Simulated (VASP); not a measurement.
Write the native input for VASP 6.6.1 that does the following.

- Task: single point
- Functional: r2SCAN
- Potentials or basis: VASP PAW PBE potentials, release 64 (Bi_d)
- Cutoff: 520 eV
- k mesh: 9 × 9 × 9
- Occupations: fermi-dirac, width 0.05 eV
- Spin: no spin polarisation
- Dipole correction: no
- Further INCAR settings: ALGO = Normal; EDIFF = 1e-07; NBANDS = 14

Bi:

```
CELL_PARAMETERS angstrom
-1.99455 1.99455 1.99455
1.99455 -1.99455 1.99455
1.99455 1.99455 -1.99455
ATOMIC_POSITIONS crystal
Bi 0.00000 0.00000 0.00000
```

One way to write it, as run:

POSCAR

```
Bi
1.0
   -1.9945529707      1.9945529707      1.9945529707
    1.9945529707     -1.9945529707      1.9945529707
    1.9945529707      1.9945529707     -1.9945529707
Bi
1
Direct
    0.0000000000      0.0000000000      0.0000000000
```

INCAR.step1

```
PREC = Accurate ; ENCUT = 520
ISMEAR = -1 ; SIGMA = 0.05
LREAL = F ; LASPH = T
NELM = 80 ; NBANDS = 14
GGA = PE ; ALGO = Normal
EDIFF = 1E-4 ; LWAVE = T
LCHARG = F
```

INCAR.step2

```
PREC = Accurate ; ENCUT = 520
EDIFF = 1E-7 ; ISMEAR = -1
SIGMA = 0.05 ; LREAL = F
LASPH = T ; NELM = 80
ALGO = Normal ; ISIF = 2
LWAVE = F ; LCHARG = F
METAGGA = R2SCAN ; LMIXTAU = T
NBANDS = 14 ; ISTART = 1
```

KPOINTS

```
regular mesh
0
Gamma
  9 9 9
```

Potentials or basis: VASP PAW PBE potentials, release 64 (Bi_d).

The run is started by

```sh
$ cat potpaw_PBE.64/Bi_d/POTCAR > POTCAR
$ cp INCAR.step1 INCAR
$ mpirun -np 1 vasp_std > vasp.out
$ cp INCAR.step2 INCAR
$ mpirun -np 1 vasp_std > vasp.out
```

It gave:

```
Pressure : -1.0 GPa
```

Caveat: the PAW data sets were made with another functional, which shifts forces and pressure a little.

Run time: 38 s on 1 thread of Intel(R) Xeon(R) Platinum 8481C CPU @ 2.70GHz (Sapphire Rapids) (shared host), peak memory 0.16 GiB.
